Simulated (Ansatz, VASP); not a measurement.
**Two plane-wave programs on Ag**

```
Ag
1.0
     0.00000    2.04137    2.04137
     2.04137    0.00000    2.04137
     2.04137    2.04137    0.00000
Ag
1
Direct
  0.00000 0.00000 0.00000
```

Alike in both runs: functional r2SCAN; dispersion D4; k mesh 13 × 13 × 13; occupations fermi-dirac, width 0.1 eV; no spin polarisation.

Ansatz relaxed the structure, and its values are those at the end. VASP's run is a single point on that final structure, the one shown.

```csv
,VASP,Ansatz
version,VASP 6.6.1,Ansatz 0.2.0
potentials or method,"VASP PAW PBE potentials, release 64 (Ag)","plane waves, PAW"
plane-wave cutoff (eV),520,500
valence electrons in the cell,11,19
```

|  | VASP | Ansatz | Ansatz less VASP |
| --- | --- | --- | --- |
| pressure (GPa) | 0.1 | 0.0 | -0.15 |

VASP's potentials were made for PBE, not for r2SCAN. VASP's potentials hold 11 valence electrons a cell and Ansatz's 19, so a difference there can come from the potentials and not from the codes.
